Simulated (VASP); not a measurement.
A run of VASP 6.6.1 is set up as follows.

Contents of INCAR:

```
SYSTEM = BeSi
ALGO = Normal
EDIFF = 1E-7
ENCUT = 520
GGA = PE
ISIF = 2
ISMEAR = 1
LASPH = .TRUE.
LCHARG = .TRUE.
LELF = .TRUE.
LREAL = .FALSE.
LVHAR = .TRUE.
LWAVE = .FALSE.
NBANDS = 10
NELM = 60
PREC = Accurate
SIGMA = 0.1
```

Contents of KPOINTS:

```
k-points
0
G
  7 7 7
  0 0 0
```

Contents of POSCAR:

```
BeSi
1.0
    2.9658259100      0.0000000000      0.0000000000
    0.0000000000      2.9658259100      0.0000000000
    0.0000000000      0.0000000000      2.9658259100
Be Si
1 1
Direct
    0.5037310000      0.4722940000      0.4951990000
    0.0102010000      0.0077240000     -0.0111290000
```

Potentials or basis: VASP PAW PBE potentials, release 64 (Be, Si).

The run is started by

```bash
$ cat potpaw_PBE.64/Be/POTCAR potpaw_PBE.64/Si/POTCAR > POTCAR
$ mpirun -np 1 vasp_std > vasp.out
```

**Question.** What does it give for the pressure?

**Answer.** -9.4 GPa.

**Question.** Estimate the band gap on the k mesh.

**Answer.** Zero (bands 3 and 4 overlap by 5.66 eV).

**Question.** Predict the largest force.

**Answer.** 0.086 eV/Å.

Stress tensor (GPa, compression positive):
```
 -9.04   0.09  -0.02
  0.09 -10.09  -0.09
 -0.02  -0.09  -9.04
```

Caveat: the cell stands under tension.
